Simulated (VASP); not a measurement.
# Al2O3 (R-3c) in VASP: single point with PBE

Aim: the single point of Al2O3 with PBE.

Program: VASP 6.6.1. These are calculated values, not measurements. Logs are shortened: lines on timing, memory, paths and dates and some standing lists are left out, and cuts for length are marked.

## Step 1: The cell of the first run

It takes space group R-3c (No. 167, trigonal). The conventional cell has a = 4.751 Å, b = 4.751 Å, c = 12.968 Å, α = 90.00°, β = 90.00°, γ = 120.00°. Al (site symmetry 3) has 6 O at 1.85 to 1.97 Å within 2.5 Å. Within 2.9 Å of O (site symmetry 2) lie 4 Al at 1.85 to 1.97 Å and 12 O at 2.52 to 2.86 Å.

## Step 2: Single point, PBE

The input, INCAR:

```
SYSTEM = Al2O3
PREC = Accurate ; ENCUT = 600
EDIFF = 1E-6 ; ISMEAR = 0
SIGMA = 0.02 ; LREAL = .False.
LASPH = .True. ; NELM = 120
ALGO = Normal ; ISIF = 2
LWAVE = .False. ; LCHARG = .False.
GGA = PE ; NBANDS = 35
GGA_COMPAT = .False.
```

The input, KPOINTS:

```
Automatic mesh
0
Gamma
  6 6 6
  0 0 0
```

The input, POSCAR:

```
Al2O3
1.0
    2.3755941216      1.3715498890      4.3227854024
   -2.3755941216      1.3715498890      4.3227854024
    0.0000000000     -2.7430998278      4.3227853866
Al O
4 6
Direct
    0.3518878731      0.3518878731      0.3518878731
    0.1481121269      0.1481121269      0.1481121269
    0.6481121269      0.6481121269      0.6481121269
    0.8518878731      0.8518878731      0.8518878731
    0.5563561074      0.9436438926      0.2500000000
    0.2500000000      0.5563561074      0.9436438926
    0.9436438926      0.2500000000      0.5563561074
    0.4436438926      0.0563561074      0.7500000000
    0.7500000000      0.4436438926      0.0563561074
    0.0563561074      0.7500000000      0.4436438926
```

Potentials or basis: VASP PAW PBE potentials, release 64 (Al, O).

The run is started by

```
$ cat potpaw_PBE.64/Al/POTCAR potpaw_PBE.64/O/POTCAR > POTCAR
$ mpirun -np 1 vasp_std > vasp.out
```

OUTCAR:

```text
SYSTEM = Al2O3
   PREC = Accurate
   ENCUT = 600
   EDIFF = 1E-6
   ISMEAR = 0
   LREAL = .False.
   LASPH = .True.
   NELM = 120
   ISIF = 2
   GGA = PE

 ion  position               nearest neighbor table
   1  0.352  0.352  0.352-  10 1.85   8 1.85   9 1.85   5 1.97   7 1.97   6 1.97   2 2.64   3 2.78
                             3 2.78   3 2.78   2 3.22   2 3.22   2 3.22
   2  0.148  0.148  0.148-   9 1.85   8 1.85  10 1.85   5 1.97   6 1.97   7 1.97   1 2.64   4 2.78
                             4 2.78   4 2.78   1 3.22   1 3.22   1 3.22
   3  0.648  0.648  0.648-   7 1.85   5 1.85   6 1.85   8 1.97  10 1.97   9 1.97   4 2.64   1 2.78
                             1 2.78   1 2.78   4 3.22   4 3.22   4 3.22
   4  0.852  0.852  0.852-   6 1.85   5 1.85   7 1.85   8 1.97   9 1.97  10 1.97   3 2.64   2 2.78
                             2 2.78   2 2.78   3 3.22   3 3.22   3 3.22
   5  0.556  0.944  0.250-   3 1.85   4 1.85   1 1.97   2 1.97
   6  0.250  0.556  0.944-   4 1.85   3 1.85   2 1.97   1 1.97
   7  0.944  0.250  0.556-   3 1.85   4 1.85   1 1.97   2 1.97
   8  0.444  0.056  0.750-   1 1.85   2 1.85   3 1.97   4 1.97
   9  0.750  0.444  0.056-   2 1.85   1 1.85   4 1.97   3 1.97
  10  0.056  0.750  0.444-   1 1.85   2 1.85   3 1.97   4 1.97

  LATTYP: Found a trigonal (rhomboedric) cell.
 ALAT       =     5.1196748104
 COS(alpha) =     0.5693844322

  Lattice vectors:

 A1 = (   2.3755941216,   1.3715498890,   4.3227854024)
 A2 = (  -2.3755941216,   1.3715498890,   4.3227854024)
 A3 = (   0.0000000000,  -2.7430998278,   4.3227853866)

Analysis of symmetry for initial positions (statically):
=====================================================================
 Subroutine PRICEL returns:
 Original cell was already a primitive cell.

 Routine SETGRP: Setting up the symmetry group for a
 trigonal (rhombohedral) supercell.

 Subroutine GETGRP returns: Found 12 space group operations
 (whereof  6 operations were pure point group operations)
 out of a pool of 12 trial point group operations.

The static configuration has the point symmetry S_6 .
 The point group associated with its full space group is D_3d.

Analysis of symmetry for dynamics (positions and initial velocities):
=====================================================================
 Subroutine PRICEL returns:
 Original cell was already a primitive cell.

 Routine SETGRP: Setting up the symmetry group for a
 trigonal (rhombohedral) supercell.

 Subroutine GETGRP returns: Found 12 space group operations
 (whereof  6 operations were pure point group operations)
 out of a pool of 12 trial point group operations.

The dynamic configuration has the point symmetry S_6 .
 The point group associated with its full space group is D_3d.

 Subroutine INISYM returns: Found 12 space group operations
 (whereof  6 operations are pure point group operations),
 and found     1 'primitive' translations

----------------------------------------------------------------------------------------

                                     Primitive cell

  volume of cell :      84.5082

  direct lattice vectors                    reciprocal lattice vectors
     2.375594122  1.371549889  4.322785402     0.210473664  0.121517027  0.077110776
    -2.375594122  1.371549889  4.322785402    -0.210473664  0.121517027  0.077110776
     0.000000000 -2.743099828  4.322785387     0.000000000 -0.243034054  0.077110774

  length of vectors
     5.119674810  5.119674810  5.119674810     0.254973769  0.254973769  0.254973769

  position of ions in fractional coordinates (direct lattice)
     0.351887873  0.351887873  0.351887873
     0.148112127  0.148112127  0.148112127
     0.648112127  0.648112127  0.648112127
     0.851887873  0.851887873  0.851887873
     0.556356107  0.943643893  0.250000000
     0.250000000  0.556356107  0.943643893
     0.943643893  0.250000000  0.556356107
     0.443643893  0.056356107  0.750000000
     0.750000000  0.443643893  0.056356107
     0.056356107  0.750000000  0.443643893

  ion indices of the primitive-cell ions
   primitive index   ion index
                 1           1
                 2           2
                 3           3
                 4           4
                 5           5
                 6           6
                 7           7
                 8           8
                 9           9
                10          10

----------------------------------------------------------------------------------------

 KPOINTS: Automatic mesh

Automatic generation of k-mesh.
 Grid dimensions read from file:
 generate k-points for:    6    6    6

 Generating k-lattice:

  Cartesian coordinates                     Fractional coordinates (reciprocal lattice)
     0.035078944  0.020252838  0.012851796     0.166666667  0.000000000  0.000000000
    -0.035078944  0.020252838  0.012851796     0.000000000  0.166666667  0.000000000
     0.000000000 -0.040505676  0.012851796    -0.000000000 -0.000000000  0.166666667

  Length of vectors
     0.042495628  0.042495628  0.042495628

  Shift w.r.t. Gamma in fractional coordinates (k-lattice)
     0.000000000  0.000000000  0.000000000

 Subroutine IBZKPT returns following result:
 ===========================================

 Found     32 irreducible k-points:

 Following reciprocal coordinates:
            Coordinates               Weight
  0.000000  0.000000  0.000000      1.000000
  0.166667  0.000000  0.000000      6.000000
  0.333333  0.000000  0.000000      6.000000
  0.500000  0.000000  0.000000      3.000000
  0.166667  0.166667  0.000000      6.000000
  0.333333  0.166667  0.000000     12.000000
[... 16 lines left out ...]
  0.500000  0.500000  0.166667      6.000000
 -0.333333  0.500000  0.166667     12.000000
 [... further k-points ...]
   k-points           NKPTS =     32   k-points in BZ     NKDIM =     32   number of bands    NBANDS=     35
   number of dos      NEDOS =    301   number of ions     NIONS =     10
   total plane-waves  NPLWV =  74088
   dimension x,y,z NGX =    42 NGY =   42 NGZ =   42
   dimension x,y,z NGXF=    84 NGYF=   84 NGZF=   84
   ions per type =               4   6
   NGX,Y,Z   is equivalent  to a cutoff of  13.64, 13.64, 13.64 a.u.
   NGXF,Y,Z  is equivalent  to a cutoff of  27.28, 27.28, 27.28 a.u.
 SYSTEM =  Al2O3
   PREC   = accura    normal or accurate (medium, high low for compatibility)
   ISTART =      0    job   : 0-new  1-cont  2-samecut
   ICHARG =      2    charge: 1-file 2-atom 10-const
   ISPIN  =      1    spin polarized calculation?
   LNONCOLLINEAR =      F non collinear calculations
   LSORBIT =      F    spin-orbit coupling
   LASPH  =      T    aspherical Exc in radial PAW
   ENCUT  =  600.0 eV  44.10 Ry    6.64 a.u.  10.23 10.23 10.23*2*pi/ulx,y,z
   NELM   =    120;   NELMIN=  2; NELMDL= -5     # of ELM steps
   EDIFF  = 0.1E-05   stopping-criterion for ELM
   LREAL  =      F    real-space projection
   EDIFFG = 0.1E-04   stopping-criterion for IOM
   NSW    =      0    number of steps for IOM
   IBRION =     -1    ionic relax: 0-MD 1-quasi-New 2-CG
   NFREE  =      0    steps in history (QN), initial steepest desc. (CG)
   ISIF   =      2    stress and relaxation
   ISYM   =      2    0-nonsym 1-usesym 2-fastsym
   POTIM  = 0.5000    time-step for ionic-motion
   TEBEG  =    0.0;   TEEND  =   0.0 temperature during run
   PSTRESS=    0.0 pullay stress
   NELECT =      48.0000    total number of electrons
   NUPDOWN=      -1.0000    fix difference up-down
   EMIN   =  10.00;   EMAX   =-10.00  energy-range for DOS
   EFERMI =   0.00;   METHOD = LEGACY
   ISMEAR =     0;   SIGMA  =   0.02  broadening in eV -4-tet -1-fermi 0-gaus
   EFERMI_NEDOS =   21; number of points for ismear=-14 and -15
   IALGO  =     38    algorithm
   IMIX   =      4    mixing-type and parameters
     AMIX     =   0.40;   BMIX     =  1.00
     AMIX_MAG =   1.60;   BMIX_MAG =  1.00
  volume/ion in A,a.u.               =       8.45        57.03
  Fermi-wavevector in a.u.,A,eV,Ry     =   1.355779  2.562051 25.009377  1.838137
  Thomas-Fermi vector in A             =   2.482838
   LORBIT       =      0    0 simple, 1 ext, 2 COOP (PROOUT), +10 PAW based schemes
   GGA     = PE    functional components
   LHFCALC =     F    Hartree Fock is set to
   AEXX    =    0.0000 exact exchange contribution
   IVDW    =     0    specifies the selected vdW correction
   LEPSILON=     F    determine dielectric tensor
   LRPA    =     F    only Hartree local field effects (RPA)
 non-spin polarized calculation
 Gauss-broadening in eV      SIGMA  =   0.02
  energy-cutoff  :      600.00
  volume of cell :       84.51
 maximum number of plane-waves:      2855
 NGX is ok and might be reduce to    42
   NGX = 21   NGY = 21   NGZ = 21

 number of electron      48.0000002 magnetization

 Free energy of the ion-electron system (eV)
  ---------------------------------------------------
  ext. energy  EPLUGINS =         0.00000000
  ---------------------------------------------------
  free energy    TOTEN  =       -74.74712831 eV

  energy without entropy =      -74.74712831  energy(sigma->0) =      -74.74712831

 E-fermi :   6.3060     XC(G=0): -11.7141

 val. band max:        6.1990092922   @ k =   0.0000   0.0000   0.0000
 cond. band min:      12.5033317405   @ k =   0.0000   0.0000   0.0000
 fundamental gap:      6.3043224483
 Fermi energy:         6.3059845404

 k-point     1 :       0.0000    0.0000    0.0000
  band No.  band energies     occupation
      1     -13.0881      2.00000
      2     -10.7313      2.00000
      3     -10.4468      2.00000
      4     -10.4468      2.00000
      5     -10.1265      2.00000
      6     -10.1265      2.00000
[... 27 lines left out ...]
     34      19.8775      0.00000
     35      20.9019      0.00000
[... 843 lines left out ...]
      5     -10.3161      2.00000
      6     -10.1051      2.00000
[... 27 lines left out ...]
     34      19.6785      0.00000
     35      19.8350      0.00000

 [... further k-points ...]

------------------------ aborting loop because EDIFF is reached ----------------------------------------

  FORCE on cell =-STRESS in cart. coord.  units (eV):
  Direction    XX          YY          ZZ          XY          YZ          ZX
  --------------------------------------------------------------------------------------
  -------------------------------------------------------------------------------------
  Total        4.5311206      4.5311206      4.2964827      0.0000000      0.0000000      0.0000000
  in kB       85.9047976     85.9047976     81.4563352      0.0000000      0.0000000      0.0000000
  external PRESSURE =      84.4219768 kB  Pullay stress =       0.0000000 kB

 VOLUME and BASIS-vectors are now :
 -----------------------------------------------------------------------------
  energy-cutoff  :      600.00
  volume of cell :       84.51
      direct lattice vectors                 reciprocal lattice vectors
     2.375594122  1.371549889  4.322785402     0.210473664  0.121517027  0.077110776
    -2.375594122  1.371549889  4.322785402    -0.210473664  0.121517027  0.077110776
     0.000000000 -2.743099828  4.322785387     0.000000000 -0.243034054  0.077110774

 POSITION                                       TOTAL-FORCE (eV/Angst)
 -----------------------------------------------------------------------------------
      0.00000     -0.00000      4.56341         0.000000     -0.000000      0.040153
      0.00000     -0.00000      1.92077         0.000000      0.000000     -0.040153
      0.00000     -0.00000      8.40495         0.000000      0.000000     -0.040153
      0.00000     -0.00000     11.04759         0.000000     -0.000000      0.040153
     -0.92004      1.37155      7.56487         0.025509      0.000000      0.000000
     -0.72778     -1.48255      7.56487        -0.012754      0.022091      0.000000
      1.64782      0.11100      7.56487        -0.012754     -0.022091     -0.000000
      0.92004     -1.37155      5.40348        -0.025509      0.000000     -0.000000
      0.72778      1.48255      5.40348         0.012754     -0.022091     -0.000000
     -1.64782     -0.11100      5.40348         0.012754      0.022091      0.000000
 -----------------------------------------------------------------------------------
    total drift:                               -0.000000      0.000000      0.000000

  FREE ENERGIE OF THE ION-ELECTRON SYSTEM (eV)
  ---------------------------------------------------
  free  energy   TOTEN  =       -74.7471283079 eV

  energy  without entropy=      -74.7471283079  energy(sigma->0) =      -74.74712831
```

Wall time 3.4 min (1 thread of AMD EPYC 7R43 (Zen 3), shared host); peak memory 0.25 GiB.

What came out:

```yaml
Free_energy: -74.7471 eV
Pressure: 8.4 GPa
Largest_force: 0.040 eV/Å
Band_gap_on_the_k_mesh: 6.30 eV
```

Forces in eV/Å, atoms in the order of the input:
```
Al   0.000  0.000  0.040
Al   0.000  0.000 -0.040
Al   0.000  0.000 -0.040
Al   0.000  0.000  0.040
O    0.026  0.000  0.000
O   -0.013  0.022  0.000
O   -0.013 -0.022  0.000
O   -0.026  0.000  0.000
O    0.013 -0.022  0.000
O    0.013  0.022  0.000
```

Stress tensor (GPa, compression positive):
```
8.59 0.00 0.00
0.00 8.59 0.00
0.00 0.00 8.15
```

Caveat: the cell stands under pressure. A k mesh can miss the band edges.
